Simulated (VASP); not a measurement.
Wanted: the native input for a VASP 6.6.1 run.

| Item | Value |
| --- | --- |
| Task | relaxation of cell and atoms |
| Functional | PBE |
| Potentials or basis | VASP PAW PBE potentials, release 64 (Ge_d) |
| Cutoff | 600 eV |
| k mesh | 6 × 6 × 6 |
| Occupations | fermi-dirac, width 0.1 eV |
| Spin | no spin polarisation |
| Dipole correction | no |
| Further INCAR settings | ALGO = Normal; EDIFF = 1e-06; IBRION = 2; EDIFFG = -0.02; NSW = 80; ISIF = 3 |

The structure of Ge lies in POSCAR:

```
Ge
1.0
    4.0006830000      0.0000000000      0.0000000000
    2.0003415000      3.4646931105      0.0000000000
    2.0003415000      1.1548977035      3.2665439909
Ge
2
Direct
    0.0000000000      0.0000000000      0.0000000000
    0.2500000000      0.2500000000      0.2500000000
```

The input as run:

INCAR

```
PREC = Accurate
ENCUT = 600
EDIFF = 1E-6
ISMEAR = -1
SIGMA = 0.1
LREAL = F
LASPH = T
NELM = 80
ALGO = Normal
ISIF = 3
LWAVE = F
LCHARG = F
GGA = PE
IBRION = 2
NSW = 80
EDIFFG = -0.02
```

KPOINTS

```
Automatic mesh
0
Gamma
  6 6 6
```

Potentials or basis: VASP PAW PBE potentials, release 64 (Ge_d).

The run is started by

```sh
$ cat potpaw_PBE.64/Ge_d/POTCAR > POTCAR
$ mpirun -np 1 vasp_std > vasp.out
```

It gave:

```
Relaxed volume                         : 23.92 Å³/atom
Relaxed cell                           : a = 4.075 Å, b = 4.075 Å, c = 4.075 Å, α = 60.00°, β = 60.00°, γ = 60.00°
Space group after relaxing (to 0.05 Å) : Fd-3m (No. 227)
Energy gained by relaxing              : 14.6 meV/atom
Ionic steps                            : 5
Pressure after relaxing                : 0.0 GPa
Band gap on the k mesh                 : zero (filled and empty bands touch)
```

Run time: 96 s on 1 thread of AMD EPYC 7571 (shared host), peak memory 0.15 GiB.
